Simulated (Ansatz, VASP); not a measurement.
This is a calculation of Tc for VASP 6.6.1.

The input INCAR:

```
SYSTEM = Tc
ALGO = Normal
EDIFF = 1E-6
ENCUT = 560
GGA = PE
GGA_COMPAT = .False.
ISIF = 2
ISMEAR = -1
LASPH = .True.
LCHARG = .False.
LREAL = .False.
LWAVE = .False.
NBANDS = 38
NELM = 120
PREC = Accurate
SIGMA = 0.05
```

File KPOINTS:

```
k-points
0
Gamma
  11 11 3
  0 0 0
```

POSCAR

```
Tc
1.0
    2.6834343898      0.0000000000      0.0000000000
   -1.3417171949      2.3239223509      0.0000000000
    0.0000000000      0.0000000000      8.5906610552
Tc
4
Direct
    0.6666666667      0.3333333333      0.7500000000
    0.0000000000      0.0000000000      0.5000000000
    0.3333333333      0.6666666667      0.2500000000
    0.0000000000      0.0000000000      0.0000000000
```

Potentials or basis: VASP PAW PBE potentials, release 64 (Tc_sv).

The run is started by

```sh
$ cat potpaw_PBE.64/Tc_sv/POTCAR > POTCAR
$ mpirun -np 1 vasp_std > vasp.out
```

Question: Translate it to Ansatz 0.2.0. Potentials there: Ansatz PAW earlier set.

Answer: As run (the cutoff follows the program's own potentials):

Contents of input.yaml:

```yaml
crystal:
  lattice:
    - [2.6834343898, 0.0, 0.0]
    - [-1.3417171949, 2.3239223509, 0.0]
    - [0.0, 0.0, 8.5906610552]
  atoms:
    - { symbol: Tc, position: [0.6666666667, 0.3333333333, 0.75] }
    - { symbol: Tc, position: [0.0, 0.0, 0.5] }
    - { symbol: Tc, position: [0.3333333333, 0.6666666667, 0.25] }
    - { symbol: Tc, position: [0.0, 0.0, 0.0] }
hamiltonian:
  xc: pbe
  pseudopotentials: { kind: paw }
kpoints:
  mp_grid: { grid: [11, 11, 3] }
scf:
  occupations: { method: fermi_dirac, width: 0.05 }
output:
  forces: true
  stress: true
  eigenvalues: true
```

Potentials or basis: Ansatz PAW earlier set.

Run with:

```console
$ ansatz run input.yaml --threads 1 --pin off --max-ram 3584MiB --backend cpu --events-out ev --progress --plain --runs-dir out
```

Both were run:

|  | VASP | Ansatz | Ansatz less VASP |
| --- | --- | --- | --- |
| gap on the k mesh at the Fermi level (eV) | none | none | - |
| pressure (GPa) | 25.9 | 27.0 | +1.10 |
| traceless stress, the component that is largest in VASP (GPa) | 1.48 | 1.56 | +0.075 |

A gap of «none» marks a metal or a gap that the smearing closes.
